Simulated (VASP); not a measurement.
# AlSi16 (a cell with a defect) in VASP: single point with PBEsol

Aim: the single point of AlSi16 (a cell with a defect) with PBEsol.

Program: VASP 6.6.1. These are calculated values, not measurements. Logs are shortened: lines on timing, memory, paths and dates and some standing lists are left out, and cuts for length are marked.

### Step 1. The cell of the first run

The cell holds a defect, 17 atoms: a = 7.679 Å, b = 7.679 Å, c = 7.679 Å, α = 60.00°, β = 60.00°, γ = 60.00°.

### Step 2. Single point, PBEsol, collinear spin

The input, INCAR:

```
ALGO = Normal
EDIFF = 1E-7
ENCUT = 520
GGA = PS
ISIF = 2
ISMEAR = -1
ISPIN = 2
LASPH = T
LCHARG = F
LORBIT = 11
LREAL = Auto
LWAVE = F
MAGMOM = 0 0 0 0 0 0 0 0 0 0 0 0 0 0 0 0 1
NBANDS = 52
NELM = 150
PREC = Accurate
SIGMA = 0.02
```

The input, KPOINTS:

```
k-points
0
Gamma
  2 2 2
```

The input, POSCAR:

```
AlSi16
1.0
    0.0000000000      5.4300000000      5.4300000000
    5.4300000000      0.0000000000      5.4300000000
    5.4300000000      5.4300000000      0.0000000000
Si Al
16 1
Direct
    0.0047535848      0.0037732124      0.0038472599
    0.1256507997      0.1242433646      0.1243712587
    0.0048273168      0.0040383826      0.4862451235
    0.1266081678      0.1260179568      0.6231514276
    0.0048464826      0.4861156238      0.0041310243
    0.1266342428      0.6230575873      0.1260618076
   -0.0037146650      0.5009500876      0.5009858160
    0.1267246406      0.6231749504      0.6232955220
    0.4875411035      0.0037814851      0.0038542003
    0.6240917976      0.1258748819      0.1258918422
    0.5015800135     -0.0041891833      0.5009510450
    0.6241657981      0.1260095184      0.6231425106
    0.5015894171      0.5009254469     -0.0041828191
    0.6241902213      0.6230488162      0.1260531756
    0.5017027905      0.5009499250      0.5009863614
    0.6252491628      0.6247062881      0.6247244151
    0.8756330256      0.8742607559      0.8743695291
```

Potentials or basis: VASP PAW PBE potentials, release 64 (Si, Al).

Command:

```sh
$ cat potpaw_PBE.64/Si/POTCAR potpaw_PBE.64/Al/POTCAR > POTCAR
$ mpirun -np 1 vasp_std > vasp.out
```

OUTCAR:

```text
EDIFF = 1E-7
   ENCUT = 520
   GGA = PS
   ISIF = 2
   ISMEAR = -1
   ISPIN = 2
   LASPH = T
   LORBIT = 11
   LREAL = Auto
   NELM = 150
   PREC = Accurate

 ion  position               nearest neighbor table
   1  0.005  0.004  0.004-   2 2.27  10 2.39   4 2.39   6 2.39  17 2.43
   2  0.126  0.124  0.124-   5 2.27   3 2.27   9 2.27   1 2.27
   3  0.005  0.004  0.486-   2 2.27  12 2.39   4 2.39   8 2.39  17 2.43
   4  0.127  0.126  0.623-   7 2.35  11 2.35   3 2.39   1 2.39  17 2.73
   5  0.005  0.486  0.004-   2 2.27  14 2.39   6 2.39   8 2.39  17 2.43
   6  0.127  0.623  0.126-   7 2.35  13 2.35   5 2.39   1 2.39  17 2.73
   7  0.996  0.501  0.501-  16 2.33   6 2.35   4 2.35   8 2.35
   8  0.127  0.623  0.623-   7 2.35  15 2.35   5 2.39   3 2.39  17 2.73
   9  0.488  0.004  0.004-   2 2.27  10 2.39  12 2.39  14 2.39  17 2.43
  10  0.624  0.126  0.126-  13 2.35  11 2.35   1 2.39   9 2.39  17 2.73
  11  0.502  0.996  0.501-  16 2.33   4 2.35  12 2.35  10 2.35
  12  0.624  0.126  0.623-  15 2.35  11 2.35   3 2.39   9 2.39  17 2.73
  13  0.502  0.501  0.996-  16 2.33   6 2.35  14 2.35  10 2.35
  14  0.624  0.623  0.126-  15 2.35  13 2.35   5 2.39   9 2.39  17 2.73
  15  0.502  0.501  0.501-  16 2.33  14 2.35  12 2.35   8 2.35
  16  0.625  0.625  0.625-   7 2.33  15 2.33  13 2.33  11 2.33
  17  0.876  0.874  0.874-   9 2.43   1 2.43   3 2.43   5 2.43   8 2.73  14 2.73   6 2.73  12 2.73
                             4 2.73  10 2.73

  LATTYP: Found a face centered cubic cell.
 ALAT       =    10.8600000000

  Lattice vectors:

 A1 = (   0.0000000000,   5.4300000000,   5.4300000000)
 A2 = (   5.4300000000,   0.0000000000,   5.4300000000)
 A3 = (   5.4300000000,   5.4300000000,   0.0000000000)

Analysis of symmetry for initial positions (statically):
=====================================================================
 Subroutine PRICEL returns:
 Original cell was already a primitive cell.

 Routine SETGRP: Setting up the symmetry group for a
 face centered cubic supercell.

 Subroutine GETGRP returns: Found  1 space group operations
 (whereof  1 operations were pure point group operations)
 out of a pool of 48 trial point group operations.

The static configuration has the point symmetry C_1 .

Analysis of symmetry for dynamics (positions and initial velocities):
=====================================================================
 Subroutine PRICEL returns:
 Original cell was already a primitive cell.

 Routine SETGRP: Setting up the symmetry group for a
 face centered cubic supercell.

 Subroutine GETGRP returns: Found  1 space group operations
 (whereof  1 operations were pure point group operations)
 out of a pool of 48 trial point group operations.

The dynamic configuration has the point symmetry C_1 .

Analysis of structural, dynamic, and magnetic symmetry:
[... 171 lines left out ...]

  energy without entropy =      -92.53945414  energy(sigma->0) =      -92.54292728

 E-fermi :   6.7525     XC(G=0):  -9.7877

 val. band max:        6.7523718459   @ k =   0.0000   0.0000   0.0000
 cond. band min:       6.7526731749   @ k =   0.0000   0.0000   0.0000
 fundamental gap:      0.0003013290
 Fermi energy:         6.7525318565

 spin component 1

 k-point     1 :       0.0000    0.0000    0.0000
  band No.  band energies     occupation
      1      -6.0731      1.00000
      2      -3.6031      1.00000
      3      -3.5899      1.00000
      4      -3.5891      1.00000
      5      -3.5878      1.00000
      6      -2.4651      1.00000
[... 373 lines left out ...]
     44      10.2437      0.00000
     45      10.3895      0.00000
 Fermi energy:         6.7525318565

 spin component 2

 k-point     1 :       0.0000    0.0000    0.0000
  band No.  band energies     occupation
      1      -6.0728      1.00000
      2      -3.6029      1.00000
      3      -3.5896      1.00000
      4      -3.5888      1.00000
      5      -3.5876      1.00000
      6      -2.4649      1.00000
[... 373 lines left out ...]
     44      10.2443      0.00000
     45      10.3900      0.00000
 [bands above 45 left out]

------------------------ aborting loop because EDIFF is reached ----------------------------------------

  FORCE on cell =-STRESS in cart. coord.  units (eV):
  Direction    XX          YY          ZZ          XY          YZ          ZX
  --------------------------------------------------------------------------------------
  -------------------------------------------------------------------------------------
  Total        7.2277248      7.2379637      7.2381076      0.0016986      0.0247356     -0.0030602
  in kB       36.1645202     36.2157514     36.2164711      0.0084990      0.1237668     -0.0153120
  external PRESSURE =      36.1989142 kB  Pullay stress =       0.0000000 kB

 VOLUME and BASIS-vectors are now :
 -----------------------------------------------------------------------------
  energy-cutoff  :      520.00
  volume of cell :      320.21
      direct lattice vectors                 reciprocal lattice vectors
     0.000000000  5.430000000  5.430000000    -0.092081031  0.092081031  0.092081031
     5.430000000  0.000000000  5.430000000     0.092081031 -0.092081031  0.092081031
     5.430000000  5.430000000  0.000000000     0.092081031  0.092081031 -0.092081031

 POSITION                                       TOTAL-FORCE (eV/Angst)
 -----------------------------------------------------------------------------------
      0.04138      0.04670      0.04630        -0.001704      0.001179      0.000556
      1.34998      1.35762      1.35693         0.004777      0.000156      0.000354
      2.66224      2.66652      0.04814        -0.001632      0.003331     -0.003027
      4.06799      4.07119      1.37176         0.000518      0.004696      0.006650
      2.66204      0.04875      2.66592        -0.000793     -0.002666      0.003061
      4.06772      1.37214      4.07083         0.002098      0.005915      0.005281
[... 9 lines left out ...]
      6.78441      6.78736      6.78726         0.006295     -0.000557      0.000325
      9.49506      9.50251      9.50192         0.002070      0.000416      0.000722
 -----------------------------------------------------------------------------------
    total drift:                                0.005182     -0.001058      0.001804

  FREE ENERGIE OF THE ION-ELECTRON SYSTEM (eV)
  ---------------------------------------------------
  free  energy   TOTEN  =       -92.5464004106 eV

  energy  without entropy=      -92.5394541397  energy(sigma->0) =      -92.54292728

 total charge

# of ion       s       p       d       tot
------------------------------------------
    1        0.759   0.948   0.000   1.707
    2        0.763   0.988   0.000   1.751
    3        0.759   0.948   0.000   1.707
    4        0.744   0.927   0.000   1.671
    5        0.759   0.948   0.000   1.707
    6        0.744   0.927   0.000   1.671
[... 9 lines left out ...]
   16        0.737   0.968   0.000   1.705
   17        0.505   0.337   0.000   0.842
--------------------------------------------------
tot         12.492  15.433   0.000  27.925

 magnetization (x)

# of ion       s       p       d       tot
------------------------------------------
    1       -0.000   0.000   0.000   0.000
    2       -0.000  -0.000   0.000  -0.000
    3       -0.000   0.000   0.000   0.000
    4        0.000  -0.000   0.000   0.000
    5       -0.000   0.000   0.000   0.000
    6        0.000  -0.000   0.000   0.000
[... 9 lines left out ...]
   16       -0.000  -0.000   0.000  -0.000
   17       -0.000  -0.000   0.000  -0.000
--------------------------------------------------
tot          0.000   0.000   0.000   0.001
```

OSZICAR:

```text
N       E                     dE             d eps       ncg     rms          rms(c)
DAV:   1     0.144921258228E+03    0.14492E+03   -0.25455E+04  1664   0.106E+03
DAV:   2    -0.807495195119E+02   -0.22567E+03   -0.21100E+03  2024   0.160E+02
DAV:   3    -0.941693065525E+02   -0.13420E+02   -0.13140E+02  2164   0.342E+01
DAV:   4    -0.944293210121E+02   -0.26001E+00   -0.25903E+00  2072   0.586E+00
DAV:   5    -0.944356320246E+02   -0.63110E-02   -0.63060E-02  2108   0.875E-01    0.147E+01
DAV:   6    -0.931054046999E+02    0.13302E+01   -0.10097E+00  1976   0.293E+00    0.882E+00
DAV:   7    -0.925387525600E+02    0.56665E+00   -0.12784E+00  2004   0.312E+00    0.105E+00
DAV:   8    -0.925467588598E+02   -0.80063E-02   -0.93571E-02  1928   0.105E+00    0.649E-01
DAV:   9    -0.925461163443E+02    0.64252E-03   -0.54635E-03  2072   0.256E-01    0.355E-01
DAV:  10    -0.925461651012E+02   -0.48757E-04   -0.11334E-03  1968   0.100E-01    0.156E-01
DAV:  11    -0.925463560658E+02   -0.19096E-03   -0.33832E-04  2020   0.627E-02    0.591E-02
DAV:  12    -0.925463896027E+02   -0.33537E-04   -0.58501E-05  1952   0.295E-02    0.291E-02
DAV:  13    -0.925463986356E+02   -0.90329E-05   -0.89392E-06  2092   0.119E-02    0.883E-03
DAV:  14    -0.925463997959E+02   -0.11603E-05   -0.17127E-06  2016   0.441E-03    0.347E-03
DAV:  15    -0.925464001819E+02   -0.38607E-06   -0.41438E-07  1908   0.223E-03    0.165E-03
DAV:  16    -0.925464003269E+02   -0.14498E-06   -0.13796E-07  1384   0.119E-03    0.825E-04
DAV:  17    -0.925464004106E+02   -0.83637E-07   -0.12249E-07  1396   0.990E-04
   1 F= -.92546400E+02 E0= -.92542927E+02  d E =-.694627E-02  mag=     0.0046
```

Run time: 19 min. Hardware: 1 thread of Intel Xeon 8259CL, shared host; peak memory 0.71 GiB.

What came out:

```
Free energy                                           : -92.5464 eV
Pressure                                              : 3.6 GPa
Largest force                                         : 0.011 eV/Å
Net moment                                            : 0.01 μB per cell
Valence electrons inside the program's atomic spheres : Si 1.71, 1.75, 1.67, 1.69 (each value once); Al 0.84
```

Forces on the atoms (eV/Å):
```
Si  -0.002  0.001  0.001
Si   0.005  0.000  0.000
Si  -0.002  0.003 -0.003
Si   0.001  0.005  0.007
Si  -0.001 -0.003  0.003
Si   0.002  0.006  0.005
Si  -0.006  0.006  0.004
Si  -0.007 -0.001  0.002
Si  -0.001 -0.001 -0.001
Si   0.007  0.000 -0.001
Si   0.000 -0.005  0.006
Si   0.002 -0.007 -0.005
Si  -0.001  0.006 -0.006
Si   0.003 -0.005 -0.007
Si  -0.007 -0.005 -0.006
Si   0.006 -0.001  0.000
Al   0.002  0.000  0.001
```

Caveat: the k points lie up to 0.50 Å⁻¹ apart; the PAW data sets were made with another functional, which shifts forces and pressure a little.
